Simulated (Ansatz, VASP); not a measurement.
## Zr3ZnN2 in VASP and in Ansatz

```xyz
6
Lattice="5.0151 0.0000 0.0000 -2.5075 4.3432 0.0000 0.0000 0.0000 4.1965" Properties=species:S:1:pos:R:3 pbc="T T T"
Zr    1.2538    2.1716    2.0982
Zr    2.5075    0.0000    2.0982
Zr   -1.2538    2.1716    2.0982
Zn    0.0000    0.0000    0.0000
N     2.5075    1.4477    0.0000
N     0.0000    2.8954    0.0000
```

Change from the starting cell: species swapped into the ErCo3Ni2 type (P6/mmm, No. 191).

Alike in both runs: task single point; functional PBE; k mesh 6 × 6 × 4; occupations gaussian, width 0.1 eV; no spin polarisation.

|  | VASP | Ansatz |
| --- | --- | --- |
| version | VASP 6.6.1 | Ansatz 0.2.0 |
| potentials or method | VASP PAW PBE potentials, release 64 (Zr_sv, Zn, N), cutoff 520 eV | scalar-relativistic, plane waves, PAW |
| valence electrons in the cell | 58 | 58 |

VASP gave:

```
gap on the k mesh at the Fermi level (eV)                     : none
pressure (GPa)                                                : 5.1
traceless stress, the component that is largest in VASP (GPa) : -57.27
```

Q: Which values does Ansatz return?

A: gap on the k mesh at the Fermi level (eV): none; pressure (GPa): 4.9; traceless stress, the component that is largest in VASP (GPa): -57.06.

A gap of «none» marks a metal or a gap that the smearing closes.

The k mesh is coarse, so the values compare programs but aren't converged.
